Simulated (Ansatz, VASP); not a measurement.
Two plane-wave programs on Si2Ge

```
Si Ge
1.0
     3.93500    0.00000    0.00000
    -1.96750    3.40781    0.00000
     0.00000    0.00000    9.59740
Si Ge
4 2
Direct
  0.00000 0.00000 0.87646
  0.33333 0.66667 0.79794
  0.00000 0.00000 0.12354
  0.66667 0.33333 0.20206
  0.33333 0.66667 0.54603
  0.66667 0.33333 0.45397
```

Alike in both runs: functional PBE; k mesh 5 × 5 × 2; occupations gaussian, width 0.2 eV; no spin polarisation.

Ansatz relaxed the structure, and its values are those at the end. VASP's run is a single point on that final structure, the one shown.

|  | VASP | Ansatz |
| --- | --- | --- |
| version | VASP 6.6.1 | Ansatz 0.2.0 |
| potentials or method | VASP PAW PBE potentials, release 64 (Si, Ge_d), cutoff 520 eV | scalar-relativistic, plane waves, PAW |
| valence electrons in the cell | 44 | 44 |

```tsv
	VASP	Ansatz	Ansatz less VASP
gap on the k mesh at the Fermi level (eV)	0.55	0.55	-0.002
least direct gap on the mesh (eV)	0.90	0.89	-0.005
pressure (GPa)	0.0	0.1	+0.07
rms of the force components (eV/Å)	0.008	0.008	0.0000
```

The functional is the same, so the differences come from potentials, cutoffs and numerics.
